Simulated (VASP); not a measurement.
**SrO: single point with PBE-based screened hybrid**

The system is SrO.

```xyz
2
Lattice="0.0000 2.7923 2.7923 2.7923 0.0000 2.7923 2.7923 2.7923 0.0000" Properties=species:S:1:pos:R:3 pbc="T T T"
Sr    0.0000    0.0000    0.0000
O     1.3961    1.3961    1.3961
```

```yaml
Program: VASP 6.6.1
Task: single point
Functional: PBE-based screened hybrid
Potentials_or_basis: VASP PAW PBE potentials, release 64 (Sr_sv, O)
Cutoff: 520 eV
k_mesh: 4 × 4 × 4
Occupations: gaussian, width 0.01 eV
Spin: no spin polarisation
```

The pressure is -0.2 GPa and the band gap on the k mesh is 4.13 eV, indirect (least direct gap 5.03 eV).

Levels at points of the mesh, in eV from the valence-band top:
```tsv
k point	band 5	band 6	band 7	band 8	band 9	band 10	band 11	band 12
(0.00, 0.00, 0.00)	-14.89	-0.89	-0.89	-0.89	4.13	10.14	10.14	11.51
(0.50, 0.00, 0.00)	-14.08	-0.75	-0.55	-0.55	7.07	8.90	9.63	9.63
(0.50, 0.50, 0.00)	-13.72	-1.48	-0.01	-0.01	6.28	7.58	11.87	12.10
```

Run time: 3.6 min on 1 thread of Intel(R) Xeon(R) Platinum 8375C CPU @ 2.90GHz (Ice Lake) (shared host), peak memory 0.28 GiB.

Caveat: the k points lie up to 0.49 Å⁻¹ apart; the PAW data sets were made with another functional, which shifts forces and pressure a little. A k mesh can miss the band edges.
